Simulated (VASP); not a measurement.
# B5P (P1) in VASP: relaxation of cell and atoms with PBE

Aim: the relaxation of cell and atoms of B5P with PBE.

Program: VASP 6.6.1. These are calculated values, not measurements. Logs are shortened: lines on timing, memory, paths and dates and some standing lists are left out, and cuts for length are marked.

**1. The cell of the first run**

The typed cell holds 12 atoms: a = 4.350 Å, b = 4.553 Å, c = 8.655 Å, α = 89.28°, β = 91.09°, γ = 89.41°.

**2. Relaxation of cell and atoms, PBE**

File INCAR:

```
SYSTEM = B5P
PREC     = Accurate       ! precision mode
ENCUT    = 500            ! plane-wave cutoff, eV
EDIFF    = 1E-7           ! SCF threshold, eV
ISMEAR   = 0              ! smearing method
SIGMA    = 0.1            ! smearing width, eV
LREAL    = .FALSE.        ! projectors in reciprocal space
LASPH    = .TRUE.         ! aspherical terms in the spheres
NELM     = 120            ! most SCF steps
ALGO     = Normal         ! electronic algorithm
ISIF     = 3              ! what is computed and relaxed
LWAVE    = .FALSE.        ! write WAVECAR
LCHARG   = .FALSE.        ! write CHGCAR
GGA      = PE             ! functional
IBRION   = 2              ! ionic algorithm
NSW      = 80             ! ionic steps
EDIFFG   = -0.025         ! ionic threshold
GGA_COMPAT= .FALSE.      
NELMIN   = 4
```

File KPOINTS:

```
Automatic mesh
0
G
  4 4 2
  0 0 0
```

File POSCAR:

```
B5P
1.0
   -4.3496657010      0.0413515652     -0.0228609189
   -0.0235899743     -0.0285652044     -4.5524970347
    0.0827031304     -8.6547910815     -0.0553647761
B P
10 2
Direct
    0.4455265928      0.8061601370      0.7602756172
    0.4823514871      0.8023734084      0.2504539589
    0.5407884960      0.5346418064      0.9205733169
    0.5495497602      0.5834882450      0.4026883553
    0.7879703940      0.5737700114      0.7652343969
    0.9000911212      0.5553822833      0.2402281438
    0.4468672947      0.5043878734      0.5874396616
    0.4957357267      0.4999530214      0.1100536638
    0.1456174716      0.5042717139      0.7481371822
    0.2012643086      0.6088079935      0.2222459998
    0.4853554542      0.1998107850      0.7502076692
    0.5188818927      0.2069527215      0.2424620344
```

Potentials or basis: VASP PAW PBE potentials, release 64 (B, P).

Started as:

```
> cat potpaw_PBE.64/B/POTCAR potpaw_PBE.64/P/POTCAR > POTCAR
> mpirun -np 1 vasp_std > vasp.out
```

OUTCAR:

```text
SYSTEM = B5P
   PREC = Accurate
   ENCUT = 500
   EDIFF = 1E-7
   ISMEAR = 0
   LREAL = .FALSE.
   LASPH = .TRUE.
   NELM = 120
   ISIF = 3
   GGA = PE
   IBRION = 2
   NSW = 80
   EDIFFG = -0.025
   NELMIN = 4

 ion  position               nearest neighbor table
   1  0.446  0.806  0.760-  11 1.80   5 1.82   3 1.88   9 1.91   7 2.04
   2  0.482  0.802  0.250-  10 1.53   4 1.66   8 1.85  12 1.85   6 2.13
   3  0.541  0.535  0.921-   8 1.66   5 1.75   1 1.88  11 2.15
   4  0.550  0.583  0.403-   2 1.66   7 1.70   6 2.10  10 2.16  12 2.22
   5  0.788  0.574  0.765-   9 1.59   3 1.75   1 1.82   7 2.15  11 2.17
   6  0.900  0.555  0.240-  10 1.35   8 2.09   4 2.10   2 2.13  12 2.31
   7  0.447  0.504  0.587-   4 1.70   9 1.93  11 1.97   1 2.04   5 2.15
   8  0.496  0.500  0.110-   3 1.66  10 1.70  12 1.75   2 1.85   6 2.09
   9  0.146  0.504  0.748-   5 1.59   1 1.91   7 1.93  11 2.02
  10  0.201  0.609  0.222-   6 1.35   2 1.53   8 1.70   4 2.16  12 2.28
  11  0.485  0.200  0.750-   1 1.80   7 1.97   9 2.02   3 2.15   5 2.17
  12  0.519  0.207  0.242-   8 1.75   2 1.85   4 2.22  10 2.28   6 2.31

  LATTYP: Found a triclinic cell.
 ALAT       =     9.6127222543
 B/A-ratio  =     0.4525172179
 C/A-ratio  =     0.4736065028
 COS(alpha) =     0.0103769459
 COS(beta)  =     0.0160596624
 COS(gamma) =     0.4353855337

  Lattice vectors:

 A1 = (  -4.2669625706,  -8.6134395163,  -0.0782256950)
 A2 = (  -4.3496657010,   0.0413515652,  -0.0228609189)
 A3 = (  -0.0235899743,  -0.0285652044,  -4.5524970347)

Analysis of symmetry for initial positions (statically):
=====================================================================
 Subroutine PRICEL returns:
 Original cell was already a primitive cell.

 Routine SETGRP: Setting up the symmetry group for a
 triclinic supercell.

 Subroutine GETGRP returns: Found  1 space group operations
 (whereof  1 operations were pure point group operations)
 out of a pool of  2 trial point group operations.

The static configuration has the point symmetry C_1 .

Analysis of symmetry for dynamics (positions and initial velocities):
=====================================================================
 Subroutine PRICEL returns:
 Original cell was already a primitive cell.

 Routine SETGRP: Setting up the symmetry group for a
 triclinic supercell.

 Subroutine GETGRP returns: Found  1 space group operations
 (whereof  1 operations were pure point group operations)
 out of a pool of  2 trial point group operations.

The dynamic configuration has the point symmetry C_1 .

 Subroutine INISYM returns: Found  1 space group operations
 (whereof  1 operations are pure point group operations),
 and found     1 'primitive' translations

----------------------------------------------------------------------------------------

                                     Primitive cell

  volume of cell :     171.3536

  direct lattice vectors                    reciprocal lattice vectors
    -4.349665701  0.041351565 -0.022860919    -0.229930022 -0.002204867  0.001205278
    -0.023589974 -0.028565204 -4.552497035     0.001168029  0.001416422 -0.219674611
     0.082703130 -8.654791082 -0.055364776    -0.001102433 -0.115558149  0.000730796

  length of vectors
     4.349922331  4.552647769  8.655363293     0.229943752  0.219682282  0.115565718

  position of ions in fractional coordinates (direct lattice)
     0.445526593  0.806160137  0.760275617
     0.482351487  0.802373408  0.250453959
     0.540788496  0.534641806  0.920573317
     0.549549760  0.583488245  0.402688355
     0.787970394  0.573770011  0.765234397
     0.900091121  0.555382283  0.240228144
     0.446867295  0.504387873  0.587439662
     0.495735727  0.499953021  0.110053664
     0.145617472  0.504271714  0.748137182
     0.201264309  0.608807994  0.222246000
     0.485355454  0.199810785  0.750207669
     0.518881893  0.206952722  0.242462034

  ion indices of the primitive-cell ions
   primitive index   ion index
                 1           1
                 2           2
                 3           3
                 4           4
                 5           5
                 6           6
                 7           7
                 8           8
                 9           9
                10          10
                11          11
                12          12

----------------------------------------------------------------------------------------

 KPOINTS: Automatic mesh

Automatic generation of k-mesh.
 Grid dimensions read from file:
 generate k-points for:    4    4    2

 Generating k-lattice:

  Cartesian coordinates                     Fractional coordinates (reciprocal lattice)
    -0.057482505 -0.000551217  0.000301320     0.250000000  0.000000000  0.000000000
     0.000292007  0.000354105 -0.054918653    -0.000000000  0.250000000  0.000000000
    -0.000551217 -0.057779074  0.000365398     0.000000000  0.000000000  0.500000000

  Length of vectors
     0.057485938  0.054920571  0.057782859

  Shift w.r.t. Gamma in fractional coordinates (k-lattice)
     0.000000000  0.000000000  0.000000000

 Subroutine IBZKPT returns following result:
 ===========================================

 Found     20 irreducible k-points:

 Following reciprocal coordinates:
            Coordinates               Weight
  0.000000  0.000000  0.000000      1.000000
  0.250000  0.000000 -0.000000      2.000000
  0.500000  0.000000 -0.000000      1.000000
  0.000000  0.250000 -0.000000      2.000000
  0.250000  0.250000 -0.000000      2.000000
  0.500000  0.250000 -0.000000      2.000000
[... 12 lines left out ...]
  0.250000  0.500000  0.500000      2.000000
  0.500000  0.500000  0.500000      1.000000
   k-points           NKPTS =     20   k-points in BZ     NKDIM =     20   number of bands    NBANDS=     27
   number of dos      NEDOS =    301   number of ions     NIONS =     12
   total plane-waves  NPLWV =  73728
   dimension x,y,z NGX =    32 NGY =   36 NGZ =   64
   dimension x,y,z NGXF=    64 NGYF=   72 NGZF=  128
   ions per type =              10   2
   NGX,Y,Z   is equivalent  to a cutoff of  12.23, 13.15, 12.29 a.u.
   NGXF,Y,Z  is equivalent  to a cutoff of  24.46, 26.29, 24.59 a.u.
 SYSTEM =  B5P
   PREC   = accura    normal or accurate (medium, high low for compatibility)
   ISTART =      0    job   : 0-new  1-cont  2-samecut
   ICHARG =      2    charge: 1-file 2-atom 10-const
   ISPIN  =      1    spin polarized calculation?
   LNONCOLLINEAR =      F non collinear calculations
   LSORBIT =      F    spin-orbit coupling
   LASPH  =      T    aspherical Exc in radial PAW
   ENCUT  =  500.0 eV  36.75 Ry    6.06 a.u.   7.93  8.30 15.78*2*pi/ulx,y,z
   NELM   =    120;   NELMIN=  4; NELMDL= -5     # of ELM steps
   EDIFF  = 0.1E-06   stopping-criterion for ELM
   LREAL  =      F    real-space projection
   EDIFFG = -.3E-01   stopping-criterion for IOM
   NSW    =     80    number of steps for IOM
   IBRION =      2    ionic relax: 0-MD 1-quasi-New 2-CG
   NFREE  =      1    steps in history (QN), initial steepest desc. (CG)
   ISIF   =      3    stress and relaxation
   ISYM   =      2    0-nonsym 1-usesym 2-fastsym
   POTIM  = 0.5000    time-step for ionic-motion
   TEBEG  =    0.0;   TEEND  =   0.0 temperature during run
   PSTRESS=    0.0 pullay stress
   NELECT =      40.0000    total number of electrons
   NUPDOWN=      -1.0000    fix difference up-down
   EMIN   =  10.00;   EMAX   =-10.00  energy-range for DOS
   EFERMI =   0.00;   METHOD = LEGACY
   ISMEAR =     0;   SIGMA  =   0.10  broadening in eV -4-tet -1-fermi 0-gaus
   EFERMI_NEDOS =   21; number of points for ismear=-14 and -15
   IALGO  =     38    algorithm
   IMIX   =      4    mixing-type and parameters
     AMIX     =   0.40;   BMIX     =  1.00
     AMIX_MAG =   1.60;   BMIX_MAG =  1.00
  volume/ion in A,a.u.               =      14.28        96.36
  Fermi-wavevector in a.u.,A,eV,Ry     =   1.008008  1.904858 13.824597  1.016079
  Thomas-Fermi vector in A             =   2.140848
   LORBIT       =      0    0 simple, 1 ext, 2 COOP (PROOUT), +10 PAW based schemes
   GGA     = PE    functional components
   LHFCALC =     F    Hartree Fock is set to
   AEXX    =    0.0000 exact exchange contribution
   IVDW    =     0    specifies the selected vdW correction
   LEPSILON=     F    determine dielectric tensor
   LRPA    =     F    only Hartree local field effects (RPA)
 conjugate gradient relaxation of ions
 non-spin polarized calculation
 Gauss-broadening in eV      SIGMA  =   0.10
  energy-cutoff  :      500.00
  volume of cell :      171.35
 maximum number of plane-waves:      4370
   NGX = 15   NGY = 17   NGZ = 31

--------------------------------------- Ionic step        1  -------------------------------------------

 number of electron      39.9999998 magnetization

 Free energy of the ion-electron system (eV)
  ---------------------------------------------------
  ext. energy  EPLUGINS =         0.00000000
  ---------------------------------------------------
  free energy    TOTEN  =       -69.92042332 eV

  energy without entropy =      -69.91269292  energy(sigma->0) =      -69.91655812

------------------------ aborting loop because EDIFF is reached ----------------------------------------

  FORCE on cell =-STRESS in cart. coord.  units (eV):
  Direction    XX          YY          ZZ          XY          YZ          ZX
  --------------------------------------------------------------------------------------
  -------------------------------------------------------------------------------------
  Total        5.4510611     -2.9702936     -6.7727374     -3.0873096     -6.2344484      4.1913082
  in kB       50.9681043    -27.7726179    -63.3259435    -28.8667323    -58.2928742     39.1892575
  external PRESSURE =     -13.3768190 kB  Pullay stress =       0.0000000 kB
[... 119 lines left out ...]
  FREE ENERGIE OF THE ION-ELECTRON SYSTEM (eV)
  ---------------------------------------------------
  free  energy   TOTEN  =       -73.5722195855 eV

  energy  without entropy=      -73.5717183256  energy(sigma->0) =      -73.57196896

[... ionic steps 4 to 35 ...]

--------------------------------------- Ionic step       36  -------------------------------------------

 number of electron      39.9999998 magnetization

------------------------ aborting loop because EDIFF is reached ----------------------------------------

  FORCE on cell =-STRESS in cart. coord.  units (eV):
  Direction    XX          YY          ZZ          XY          YZ          ZX
  --------------------------------------------------------------------------------------
  -------------------------------------------------------------------------------------
  Total        0.0574003     -0.0559797      0.0944632     -0.0135777      0.0179613     -0.0189402
  in kB        0.5688838     -0.5548045      0.9362079     -0.1345660      0.1780113     -0.1877126
  external PRESSURE =       0.3167624 kB  Pullay stress =       0.0000000 kB
[... 77 lines left out ...]
  energy  without entropy=      -76.5018518606  energy(sigma->0) =      -76.50185186

--------------------------------------- Ionic step       38  -------------------------------------------

 number of electron      39.9999998 magnetization

 Free energy of the ion-electron system (eV)
  ---------------------------------------------------
  ext. energy  EPLUGINS =         0.00000000
  ---------------------------------------------------
  free energy    TOTEN  =       -76.50205224 eV

  energy without entropy =      -76.50205224  energy(sigma->0) =      -76.50205224

 E-fermi :   3.0600     XC(G=0):  -8.6309

 val. band max:        2.6364883691   @ k =   0.0000   0.5000  -0.0000
 cond. band min:       3.5195323882   @ k =   0.0000   0.0000   0.0000
 fundamental gap:      0.8830440191
 Fermi energy:         3.0599969280

 k-point     1 :       0.0000    0.0000    0.0000
  band No.  band energies     occupation
      1     -13.1605      2.00000
      2     -12.9782      2.00000
      3      -6.7352      2.00000
      4      -6.3190      2.00000
      5      -6.1849      2.00000
      6      -5.0817      2.00000
[... 628 lines left out ...]
  FREE ENERGIE OF THE ION-ELECTRON SYSTEM (eV)
  ---------------------------------------------------
  free  energy   TOTEN  =       -76.5020522387 eV

  energy  without entropy=      -76.5020522387  energy(sigma->0) =      -76.50205224

 reached required accuracy - stopping structural energy minimisation
```

It took 19 min on 1 thread of Intel Xeon Platinum 8488C (Sapphire Rapids), shared host; peak memory 0.29 GiB.

What came out:

```
Free energy                           : -76.5021 eV
Relaxed volume                        : 13.47 Å³/atom
Relaxed cell                          : a = 4.280 Å, b = 4.414 Å, c = 8.559 Å, α = 90.06°, β = 89.95°, γ = 89.98°
Space group after relaxing (to 0.1 Å) : P4mm (No. 99)
Energy gained by relaxing             : 548.5 meV/atom
Ionic steps                           : 38
Pressure after relaxing               : 0.0 GPa
Largest force after relaxing          : 0.022 eV/Å
Band gap on the k mesh                : 0.88 eV (least direct gap 0.98 eV)
```

Forces on the atoms (eV/Å):
```
B   -0.018 -0.011  0.007
B   -0.004  0.002 -0.011
B    0.004  0.006  0.006
B   -0.001  0.008 -0.008
B    0.003 -0.002  0.006
B    0.002 -0.004 -0.018
B    0.005 -0.003  0.005
B    0.001 -0.009 -0.009
B    0.003  0.004  0.005
B    0.004  0.003 -0.007
P   -0.009 -0.005  0.016
P    0.009  0.011  0.007
```

The path:
```
step  energy change (eV)  largest force (eV/Å)  pressure (GPa)  volume (Å³)
   1              0.0000               14.8900           -1.34       171.35
   2              0.8600               11.6166           12.54       168.12
   3             -3.6518                8.8613           -3.76       170.08
   4             -3.6537                8.9717            6.42       161.94
   5             -5.3406                3.6367           -1.60       165.96
   6             -5.9823                2.7998           -0.97       162.56
   7             -6.0694                1.6419           -1.56       163.41
   8             -6.3511                0.9183            1.00       160.14
   9             -6.3527                0.9570            1.25       159.87
  10             -6.4431                0.9392            0.65       160.66
  11             -6.4431                0.9554            0.64       160.67
  12             -6.4972                0.3581           -0.31       162.06
  13             -6.4975                0.4378           -0.39       162.17
  14             -6.5222                0.4311           -0.23       162.12
  15             -6.5235                0.5241           -0.17       162.11
  16             -6.5427                0.2383           -0.10       161.84
  17             -6.5446                0.3599           -0.06       161.72
  18             -6.5550                0.1634            0.27       161.46
  19             -6.5553                0.1950            0.34       161.41
  20             -6.5604                0.1744           -0.09       161.78
  21             -6.5605                0.1792           -0.10       161.79
  22             -6.5638                0.1488           -0.08       161.87
  23             -6.5638                0.1608           -0.08       161.87
  24             -6.5673                0.1187           -0.03       161.80
  25             -6.5701                0.2272            0.06       161.65
  26             -6.5726                0.1419            0.05       161.64
  27             -6.5756                0.1838            0.02       161.62
  28             -6.5777                0.0788            0.05       161.62
  29             -6.5779                0.1069            0.06       161.63
  30             -6.5792                0.0588           -0.01       161.70
  31             -6.5796                0.0867           -0.08       161.77
  32             -6.5805                0.0693           -0.02       161.74
  33             -6.5806                0.0907            0.00       161.74
  34             -6.5811                0.0449           -0.02       161.72
  35             -6.5812                0.0496           -0.03       161.71
  36             -6.5814                0.0417            0.03       161.66
  37             -6.5814                0.0496            0.04       161.65
  38             -6.5816                0.0222            0.02       161.68
```

Final structure:
```
CELL_PARAMETERS angstrom
-4.27961 -0.00033 -0.00041
-0.00141 0.00392 -4.41368
-0.00731 -8.55949 0.00184
ATOMIC_POSITIONS crystal
B 0.49837 0.79239 0.74997
B 0.50104 0.78970 0.25010
B 0.49992 0.54595 0.90264
B 0.50026 0.54410 0.40268
B 0.80423 0.54630 0.74998
B 0.80632 0.54325 0.24990
B 0.50017 0.54566 0.59732
B 0.50052 0.54376 0.09733
B 0.19361 0.54627 0.75016
B 0.19571 0.54345 0.25009
P 0.49846 0.22090 0.74981
P 0.50139 0.21827 0.25001
```

Levels at points of the mesh, in eV from the valence-band top:
```csv
k point,band 17,band 18,band 19,band 20,band 21,band 22,band 23,band 24
"(0.00, 0.00, 0.00)",-1.49,-1.49,-1.40,-0.10,0.88,1.91,1.91,2.07
"(0.50, 0.00, 0.00)",-2.30,-2.29,-2.11,-1.40,0.88,1.69,1.69,2.72
"(0.00, 0.50, 0.00)",-3.22,-2.24,-1.99,0.00,1.09,2.13,2.51,3.04
"(0.50, 0.50, 0.00)",-2.24,-2.06,-2.06,-1.99,2.13,2.54,3.04,3.05
"(0.00, 0.00, 0.50)",-1.48,-1.48,-1.25,-1.25,1.32,1.32,2.47,2.48
"(0.50, 0.00, 0.50)",-2.36,-2.36,-2.33,-2.33,1.37,1.38,2.09,2.10
"(0.00, 0.50, 0.50)",-3.26,-3.26,-1.15,-1.15,1.84,1.85,2.69,2.69
"(0.50, 0.50, 0.50)",-2.92,-2.92,-2.10,-2.10,2.60,2.60,4.01,4.02
```

A k mesh can miss the band edges.
